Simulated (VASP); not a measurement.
Set up this calculation in VASP 6.6.1, as the native input.

| Item | Value |
| --- | --- |
| Task | single point |
| Functional | b88 exchange, pbe correlation |
| Potentials or basis | VASP PAW PBE potentials, release 64 (Ga_d, N) |
| Cutoff | 600 eV |
| k mesh | 10 × 10 × 10 |
| Occupations | fermi-dirac, width 0.05 eV |
| Spin | no spin polarisation |
| Dipole correction | no |
| Further INCAR settings | ALGO = Normal; EDIFF = 1e-06; NBANDS = 16 |

The structure of GaN lies in POSCAR:

```
GaN
1.0
    0.0000000000      2.2831553320      2.2831553320
    2.2831553320      0.0000000000      2.2831553320
    2.2831553320      2.2831553320      0.0000000000
Ga N
1 1
Direct
    0.0000000000      0.0000000000      0.0000000000
    0.2500000000      0.2500000000      0.2500000000
```

The input as run:

INCAR

```
SYSTEM = GaN
PREC = Accurate
ENCUT = 600
EDIFF = 1E-6
ISMEAR = -1
SIGMA = 0.05
LREAL = .False.
LASPH = .True.
NELM = 120
ALGO = Normal
ISIF = 2
LWAVE = .False.
LCHARG = .False.
GGA = LIBXC
LIBXC1 = GGA_X_B88
LIBXC2 = GGA_C_PBE
NBANDS = 16
GGA_COMPAT = .False.
```

KPOINTS

```
Automatic mesh
0
Gamma
  10 10 10
  0 0 0
```

Potentials or basis: VASP PAW PBE potentials, release 64 (Ga_d, N).

The run is started by

```bash
$ cat potpaw_PBE.64/Ga_d/POTCAR potpaw_PBE.64/N/POTCAR > POTCAR
$ mpirun -np 1 vasp_std > vasp.out
```

It gave:

The pressure is -2.4 GPa and the band gap on the k mesh is 1.47 eV.

Caveat: the PAW data sets were made with another functional, which shifts forces and pressure a little.

Run time: 25 s on 1 thread of Intel(R) Xeon(R) 6975P-C (Granite Rapids) (shared host), peak memory 0.17 GiB.
